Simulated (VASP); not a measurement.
Here is a VASP 6.6.1 calculation.

File INCAR:

```
ALGO     = Normal         # electronic algorithm
EDIFF    = 1E-6           # SCF threshold, eV
ENCUT    = 520            # plane-wave cutoff, eV
GGA      = PE             # functional
ISIF     = 2              # what is computed and relaxed
ISMEAR   = -1             # smearing method
LASPH    = T              # aspherical terms in the spheres
LCHARG   = F              # write CHGCAR
LREAL    = F              # projectors in reciprocal space
LWAVE    = F              # write WAVECAR
NBANDS   = 35             # bands
NELM     = 60             # most SCF steps
PREC     = Accurate       # precision mode
SIGMA    = 0.02           # smearing width, eV
```

Contents of KPOINTS:

```
k-points
0
Gamma
  12 12 2
```

The input POSCAR:

```
WSe2
1.0
    3.2996674462      0.0000000000      0.0000000000
   -1.6498337231      2.8575958324      0.0000000000
    0.0000000000      0.0000000000     13.4116749259
W Se
2 4
Direct
    0.3333333333      0.6666666667      0.2500000000
    0.6666666667      0.3333333333      0.7500000000
    0.6666666667      0.3333333333      0.3743330413
    0.6666666667      0.3333333333      0.1256669587
    0.3333333333      0.6666666667      0.8743330413
    0.3333333333      0.6666666667      0.6256669587
```

Potentials or basis: VASP PAW PBE potentials, release 64 (W_sv, Se).

Command:

```bash
$ cat potpaw_PBE.64/W_sv/POTCAR potpaw_PBE.64/Se/POTCAR > POTCAR
$ mpirun -np 1 vasp_std > vasp.out
```

Q: What does it give for the largest force?

A: 0.318 eV/Å.

Q: Predict the pressure.

A: 3.2 GPa.

Q: What does it give for the band gap on the k mesh?

A: 1.13 eV (least direct gap 1.51 eV).

Forces in eV/Å, atoms in the order of the input:
```
W    0.000  0.000  0.000
W    0.000  0.000  0.000
Se   0.000  0.000  0.318
Se   0.000  0.000 -0.318
Se   0.000  0.000  0.318
Se   0.000  0.000 -0.318
```

Caveat: the cell differs from its parent crystal (uniaxial z strain +2.0%); the cell stands under pressure; spin-orbit coupling is left out, which moves the levels of the heavy elements; this functional lacks dispersion, which binds the layers, so the pressure and a relaxed spacing across them are unreliable. A k mesh can miss the band edges.
